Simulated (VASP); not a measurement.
## Zn: single point with revPBE

Zn:

```
CELL_PARAMETERS angstrom
0.00000 2.84177 2.84177
2.84177 0.00000 2.84177
2.84177 2.84177 0.00000
ATOMIC_POSITIONS crystal
Zn 0.12500 0.12500 0.12500
Zn 0.87500 0.87500 0.87500
```

This cell differs from its parent crystal: volume scaled by 0.88.

```json
{"Program": "VASP 6.6.1", "Task": "single point", "Functional": "revPBE", "Potentials or basis": "VASP PAW PBE potentials, release 64 (Zn)", "Cutoff": "520 eV", "k mesh": "10 × 10 × 10", "Occupations": "fermi-dirac, width 0.1 eV", "Spin": "no spin polarisation"}
```

- Pressure: 3.8 GPa
- Band gap on the k mesh: zero (band 12 reaches 6.21 eV, above the bottom of band 13 at -0.03 eV)

Levels at points of the mesh, in eV from the Fermi level:
```csv
k point,band 10,band 11,band 12,band 13,band 14,band 15
"(0.00, 0.00, 0.00)",-6.76,-6.76,5.55,5.55,5.55,7.00
"(0.50, 0.00, 0.00)",-6.76,-4.67,-3.18,3.60,3.60,6.21
"(0.50, 0.50, 0.00)",-6.71,-3.17,-3.17,1.22,1.22,4.56
```

Wall time 37 s on 1 thread of Intel(R) Xeon(R) Platinum 8259CL CPU @ 2.50GHz (Skylake/Cascade Lake) (shared host), peak memory 0.18 GiB.

Caveat: the PAW data sets were made with another functional, which shifts forces and pressure a little.
